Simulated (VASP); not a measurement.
CsCl, 2 atoms in the cell. Symmetry: Pm-3m, No. 221, cubic system. Conventional cell: a = 3.970 Å, b = 3.970 Å, c = 3.970 Å, α = 90.00°, β = 90.00°, γ = 90.00°. Cs (site symmetry m-3m) has 8 Cl at 3.44 Å and 6 Cs at 3.97 Å within 4.5 Å. Cl (site symmetry m-3m) has 8 Cs at 3.44 Å and 6 Cl at 3.97 Å within 4.5 Å. 

- Program: VASP 6.6.1
- Task: single point
- Functional: LDA
- Potentials or basis: VASP PAW LDA potentials, release 64 (Cs_sv, Cl)
- Cutoff: 500 eV
- k mesh: 6 × 6 × 6
- Occupations: fermi-dirac, width 0.02 eV
- Spin: no spin polarisation
- Dipole correction: no
- Further INCAR settings: ALGO = Normal; EDIFF = 1e-06; NBANDS = 15

Potentials or basis: VASP PAW LDA potentials, release 64 (Cs_sv, Cl).

The run is started by

```console
$ cat potpaw_LDA.64/Cs_sv/POTCAR potpaw_LDA.64/Cl/POTCAR > POTCAR
$ mpirun -np 1 vasp_std > vasp.out
```

Hardware: 1 thread of Intel Xeon 8259CL, with other jobs on the host.

Problem. Estimate the wall time of this run.

Solution. Run time: 20 s on 1 thread of Intel Xeon 8259CL, on a shared host, peak memory 0.15 GiB. Counts: scf iterations 12, k points 20.
